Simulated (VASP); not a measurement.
## Ag: single point with r2SCAN

Ag:

```
Ag
1.0
    -1.70532    1.65565    1.70532
     1.60598   -1.65565    1.60598
     1.70532    1.65565   -1.70532
Ag
1
Direct
  0.00000 0.00000 0.00000
```

This cell differs from its parent crystal: strain -0.0600 x Voigt [0, 0, 0, 0, 1, 0].

```yaml
Program: VASP 6.6.1
Task: single point
Functional: r2SCAN
Potentials_or_basis: VASP PAW PBE potentials, release 64 (Ag)
Cutoff: 520 eV
k_mesh: 20 × 20 × 20
Occupations: gaussian, width 0.15 eV
Spin: no spin polarisation
Dipole_correction: no
Further_INCAR_settings: ALGO = Normal; EDIFF = 1e-06; NBANDS = 12
```

```yaml
Pressure: -3.2 GPa
Band_gap_on_the_k_mesh: zero (an odd number of electrons rules out a gap without spin polarisation)
```

Stress tensor (GPa, compression positive):
```
-3.24  0.00  2.44
 0.00 -3.06  0.00
 2.44  0.00 -3.24
```

Levels at points of the mesh, in eV from the Fermi level:
```csv
k point,band 2,band 3,band 4,band 5,band 6,band 7,band 8,band 9
"(0.00, 0.00, 0.00)",-5.33,-5.12,-4.86,-3.86,-3.83,17.74,18.44,18.90
"(0.50, 0.00, 0.00)",-5.82,-3.91,-3.77,-2.94,0.11,3.89,13.14,14.99
"(0.00, 0.50, 0.00)",-5.69,-3.98,-3.90,-2.81,0.49,4.54,13.27,13.97
"(0.50, 0.00, 0.50)",-5.94,-3.83,-3.64,-3.04,-0.23,3.25,13.97,14.97
"(0.50, 0.50, 0.50)",-6.39,-3.34,-3.16,-2.97,6.94,6.99,7.13,12.42
```

Wall time 5.2 min on 1 thread of Intel(R) Xeon(R) 6975P-C (Granite Rapids), with other jobs on the host, peak memory 0.35 GiB.

Caveat: the cell differs from its parent crystal (strain -0.0600 x Voigt [0, 0, 0, 0, 1, 0]); the cell stands under tension; the PAW data sets were made with another functional, which shifts forces and pressure a little.
